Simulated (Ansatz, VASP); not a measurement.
# Two plane-wave programs on Co

Contents of POSCAR:

```
Co
1.0
    2.7066093555      0.0000000000      0.0000000000
   -1.3533046777      2.3439924600      0.0000000000
    0.0000000000      0.0000000000      5.2975783002
Co
2
Direct
    0.3333333333      0.6666666667      0.2500000000
    0.6666666667      0.3333333333      0.7500000000
```

Contents of INCAR.step1:

```
SYSTEM = Co
ALGO = Normal ; EDIFF = 1E-4
ENCUT = 600 ; GGA = PE
ISMEAR = 0 ; ISPIN = 2
LASPH = .True. ; LCHARG = .False.
LMAXMIX = 4 ; LREAL = .False.
LWAVE = .True. ; MAGMOM = 2.55 2.55
NELM = 150 ; PREC = Accurate
SIGMA = 0.1
```

File INCAR.step2:

```
SYSTEM = Co
ALGO = Normal ; EDIFF = 1E-6
EDIFFG = -0.05 ; ENCUT = 600
IBRION = 2 ; ISIF = 3
ISMEAR = 0 ; ISPIN = 2
ISTART = 1 ; LASPH = .True.
LCHARG = .False. ; LMAXMIX = 4
LMIXTAU = .True. ; LORBIT = 11
LREAL = .False. ; LWAVE = .False.
MAGMOM = 2.55 2.55 ; METAGGA = R2SCAN
NELM = 150 ; NSW = 80
PREC = Accurate ; SIGMA = 0.1
```

KPOINTS

```
k-points
0
Gamma
  12 12 4
  0 0 0
```

Input for Ansatz:

```yaml
crystal:
  lattice:
    - [2.7066093555, 0.0, 0.0]
    - [-1.3533046777, 2.34399246, 0.0]
    - [0.0, 0.0, 5.2975783002]
  atoms:
    - { symbol: Co, position: [0.3333333333, 0.6666666667, 0.25], spin: 2.55 }
    - { symbol: Co, position: [0.6666666667, 0.3333333333, 0.75], spin: 2.55 }
basis:
  ecutwfc: 500
kpoints:
  mp_grid: { grid: [12, 12, 4] }
hamiltonian:
  xc: r2scan
scf:
  occupations: { method: gaussian, width: 0.1 }
output:
  forces: true
  stress: true
  eigenvalues: true
  populations: true
magnetization:
  spin_polarized: true
relax:
  adjacent_minimum: "off"
  f_tol: 0.05
  max_steps: 60
  cell: { stress_tol: 0.5 }
```

Alike in both runs: task relaxation of cell and atoms; functional r2SCAN; k mesh 12 × 12 × 4; occupations gaussian, width 0.1 eV; collinear spin.

```csv
,VASP,Ansatz
version,VASP 6.6.1,Ansatz 0.2.0
potentials or method,"VASP PAW PBE potentials, release 64 (Co), cutoff 600 eV","scalar-relativistic, plane waves, PAW"
valence electrons in the cell,18,34
```

```csv
,VASP,Ansatz,Ansatz less VASP
"gap on the k mesh at the Fermi level, each at its own relaxed structure (eV)",none,none,-
net moment per atom (μB),1.73,1.73,+0.001
size of the moment on the site where the two differ most (μB),1.79,1.87,+0.081
relaxed volume (Å³/atom),10.61,10.62,+0.019
relaxed cell length with the largest relative difference (Å),4.019,4.023,+0.0043
```

VASP's potentials were made for PBE, not for r2SCAN. Site moments also hang on the region over which each program counts them. A gap of «none» marks a metal or a gap that the smearing closes. VASP's potentials hold 18 valence electrons a cell and Ansatz's 34, so a difference there can come from the potentials and not from the codes.

Noted on VASP's run: the volume moved by over 15 % at a fixed basis, so the end points are rough.
